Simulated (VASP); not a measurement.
Here is a VASP 6.6.1 calculation.

Contents of INCAR:

```
SYSTEM = Hf
PREC = Accurate
ENCUT = 600
EDIFF = 1E-7
ISMEAR = -1
SIGMA = 0.08
LREAL = .False.
LASPH = .True.
NELM = 80
ALGO = Normal
ISIF = 3
LWAVE = .False.
LCHARG = .False.
GGA = PE
IBRION = 2
NSW = 60
EDIFFG = -0.005
PSTRESS = 120.0
```

KPOINTS

```
regular mesh
0
Gamma
  16 16 16
  0 0 0
```

The input POSCAR:

```
Hf
1.0
   -1.7233662182      1.7233662182      1.7233662182
    1.7233662182     -1.7233662182      1.7233662182
    1.7233662182      1.7233662182     -1.7233662182
Hf
1
Direct
    0.0000000000      0.0000000000      0.0000000000
```

Potentials or basis: VASP PAW PBE potentials, release 64 (Hf_pv).

Launch:

```console
$ cat potpaw_PBE.64/Hf_pv/POTCAR > POTCAR
$ mpirun -np 1 vasp_std > vasp.out
```

Task: Predict the relaxed volume.

Result: 20.11 Å³/atom.

Task: What does it give for the relaxed cell?

Result: a = 2.967 Å, b = 2.967 Å, c = 2.967 Å, α = 109.47°, β = 109.47°, γ = 109.47°.

Task: Predict the space group after relaxing (to 0.05 Å).

Result: Im-3m (No. 229).

Final structure:
```xyz
1
Lattice="-1.7130 1.7130 1.7130 1.7130 -1.7130 1.7130 1.7130 1.7130 -1.7130" Properties=species:S:1:pos:R:3 pbc="T T T"
Hf    0.0000    0.0000    0.0000
```

Caveat: the cell is relaxed towards a set pressure, so the enthalpy falls and the energy may rise.
